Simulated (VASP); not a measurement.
The system is Tl.

```xyz
2
Lattice="3.4879 0.0000 0.0000 -1.7440 3.0206 0.0000 0.0000 0.0000 5.6958" Properties=species:S:1:pos:R:3 pbc="T T T"
Tl    0.0000    0.0000    0.0000
Tl    0.0000    2.0138    2.8479
```

- Program: VASP 6.6.1
- Task: relaxation of cell and atoms
- Functional: PBE
- Potentials or basis: VASP PAW PBE potentials, release 64 (Tl_d)
- Cutoff: 600 eV
- k mesh: 15 × 15 × 8
- Occupations: gaussian, width 0.1 eV
- Spin: no spin polarisation

At the start: pressure 1.3 GPa; volume 30.00 Å³/atom.

Problem. Where does the relaxation end?

Solution. Over 12 steps the energy falls by 7.9 meV/atom and the volume is 31.40 Å³/atom (+4.7 %); space group P6_3/mmc (No. 194, to 0.05 Å).

Step by step:
| step | energy change (eV) | largest force (eV/Å) | pressure (GPa) | volume (Å³) |
| --- | --- | --- | --- | --- |
| 1 | 0.0000 | 0.0000 | 1.29 | 60.01 |
| 2 | -0.0107 | 0.0000 | 0.23 | 62.14 |
| 3 | -0.0113 | 0.0000 | -0.09 | 62.86 |
| 4 | -0.0113 | 0.0000 | -0.07 | 62.80 |
| 5 | -0.0123 | 0.0000 | -0.06 | 62.80 |
| 6 | -0.0147 | 0.0000 | -0.02 | 62.78 |
| 7 | -0.0151 | 0.0000 | 0.06 | 62.70 |
| 8 | -0.0158 | 0.0000 | 0.02 | 62.75 |
| 9 | -0.0158 | 0.0000 | 0.02 | 62.74 |
| 10 | -0.0158 | 0.0000 | 0.02 | 62.74 |
| 11 | -0.0158 | 0.0000 | -0.02 | 62.84 |
| 12 | -0.0158 | 0.0000 | 0.00 | 62.80 |

Final structure:
```xyz
2
Lattice="3.6070 0.0000 0.0000 -1.8035 3.1238 0.0000 0.0000 0.0000 5.5739" Properties=species:S:1:pos:R:3 pbc="T T T"
Tl    0.0000    0.0000    0.0000
Tl    0.0000    2.0825    2.7870
```
